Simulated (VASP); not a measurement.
A run of VASP 6.6.1 is set up as follows.

INCAR

```
SYSTEM = Ti
  ALGO = Normal
  EDIFF = 1E-6
  ENCUT = 520
  GGA = CA
  ISIF = 2
  ISMEAR = -1
  LASPH = .TRUE.
  LCHARG = .TRUE.
  LELF = .TRUE.
  LREAL = .FALSE.
  LVHAR = .TRUE.
  LWAVE = .FALSE.
  NBANDS = 19
  NELM = 100
  PREC = Accurate
  SIGMA = 0.05
```

Contents of KPOINTS:

```
k-points
0
G
  10 10 6
  0 0 0
```

Contents of POSCAR:

```
Ti
1.0
    2.9302007457      0.0000000000      0.0000000000
   -1.4651003729      2.5376282840      0.0000000000
    0.0000000000      0.0000000000      4.6485896576
Ti
2
Direct
    0.6666666667      0.3333333333      0.7500000000
    0.3333333333      0.6666666667      0.2500000000
```

Potentials or basis: VASP PAW LDA potentials, release 64 (Ti_sv).

The run is started by

```bash
$ cat potpaw_LDA.64/Ti_sv/POTCAR > POTCAR
$ mpirun -np 1 vasp_std > vasp.out
```

Task: Predict the band gap on the k mesh.

Result: Zero (band 12 reaches 8.89 eV, above the bottom of band 13 at 7.95 eV).

Task: Estimate the pressure.

Result: -8.0 GPa.

Stress tensor (GPa, compression positive):
```
-7.73  0.00  0.00
 0.00 -7.73  0.00
 0.00  0.00 -8.45
```
